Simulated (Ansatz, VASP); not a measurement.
# WS2: VASP beside Ansatz

```
W S
1.0
     3.18000    0.00000    0.00000
    -1.59000    2.75396    0.00000
     0.00000    0.00000   12.50000
W S
2 4
Direct
  0.33333 0.66667 0.25000
  0.66667 0.33333 0.75000
  0.33333 0.66667 0.62644
  0.66667 0.33333 0.12644
  0.33333 0.66667 0.87356
  0.66667 0.33333 0.37356
```

Alike in both runs: functional LDA; k mesh 10 × 10 × 3; no spin polarisation.

Ansatz relaxed the structure, and its values are those at the end. VASP's run is a single point on that final structure, the one shown.

|  | VASP | Ansatz |
| --- | --- | --- |
| version | VASP 6.6.1 | Ansatz 0.2.0 |
| potentials or method | VASP PAW LDA potentials, release 64 (W_sv, S) | scalar-relativistic, plane waves, PAW |
| plane-wave cutoff (eV) | 520 | 420 |
| occupations | gaussian, width 0.01 eV | fixed |
| valence electrons in the cell | 52 | 52 |

|  | VASP | Ansatz | Ansatz less VASP |
| --- | --- | --- | --- |
| gap on the k mesh at the Fermi level (eV) | 1.06 | 1.05 | -0.010 |
| least direct gap on the mesh (eV) | 2.06 | 2.05 | -0.009 |
| pressure (GPa) | -3.4 | -3.8 | -0.36 |
| rms of the force components (eV/Å) | 0.023 | 0.001 | -0.0220 |

LDA's correlation is that of Perdew and Zunger in VASP and of Perdew and Wang (1992) in Ansatz. Ansatz's warnings: stress scf threshold loose.

Spin-orbit coupling is off throughout.
